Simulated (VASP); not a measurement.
Set up this calculation in VASP 6.6.1, as the native input.

```
Task                   : single point
Functional             : r2SCAN
Potentials or basis    : VASP PAW PBE potentials, release 64 (Ni)
Cutoff                 : 520 eV
k mesh                 : 15 × 15 × 15
Occupations            : fermi-dirac, width 0.1 eV
Spin                   : collinear spin, ferromagnetic start
Starting moments       : [2.0] μB
Dipole correction      : no
Further INCAR settings : ALGO = Normal; EDIFF = 1e-06; NBANDS = 15
```

Ni:

```xyz
1
Lattice="-1.3837 1.3837 1.3837 1.3837 -1.3837 1.3837 1.3837 1.3837 -1.3837" Properties=species:S:1:pos:R:3 pbc="T T T"
Ni    0.0000    0.0000    0.0000
```

One way to write it, as run:

POSCAR

```
Ni
1.0
   -1.3837150000      1.3837150000      1.3837150000
    1.3837150000     -1.3837150000      1.3837150000
    1.3837150000      1.3837150000     -1.3837150000
Ni
1
Direct
    0.0000000000      0.0000000000      0.0000000000
```

INCAR.step1

```
SYSTEM = Ni
PREC = Accurate
ENCUT = 520
ISMEAR = -1
SIGMA = 0.1
LREAL = .FALSE.
LASPH = .TRUE.
NELM = 150
ISPIN = 2
MAGMOM = 2
LMAXMIX = 4
NBANDS = 15
GGA = PE
ALGO = Normal
EDIFF = 1E-4
LWAVE = .TRUE.
LCHARG = .FALSE.
```

INCAR.step2

```
SYSTEM = Ni
PREC = Accurate
ENCUT = 520
EDIFF = 1E-6
ISMEAR = -1
SIGMA = 0.1
LREAL = .FALSE.
LASPH = .TRUE.
NELM = 150
ALGO = Normal
ISIF = 2
LWAVE = .FALSE.
LCHARG = .TRUE.
ISPIN = 2
MAGMOM = 2
LORBIT = 11
LMAXMIX = 4
METAGGA = R2SCAN
LMIXTAU = .TRUE.
LELF = .TRUE.
LVHAR = .TRUE.
NBANDS = 15
ISTART = 1
```

KPOINTS

```
Automatic mesh
0
G
  15 15 15
  0 0 0
```

Potentials or basis: VASP PAW PBE potentials, release 64 (Ni).

Command:

```sh
$ cat potpaw_PBE.64/Ni/POTCAR > POTCAR
$ cp INCAR.step1 INCAR
$ mpirun -np 1 vasp_std > vasp.out
$ cp INCAR.step2 INCAR
$ mpirun -np 1 vasp_std > vasp.out
```

Results of the run:

```yaml
Pressure: 0.4 GPa
Net_moment: 0.65 μB per cell
Site_moments: Ni +0.66 μB
Valence_electrons_inside_the_program's_atomic_spheres: Ni 9.40
```

Caveat: the PAW data sets were made with another functional, which shifts forces and pressure a little.

Wall time 61 s on 1 thread of Intel(R) Xeon(R) 6975P-C (Granite Rapids), with other jobs on the host, peak memory 0.14 GiB.
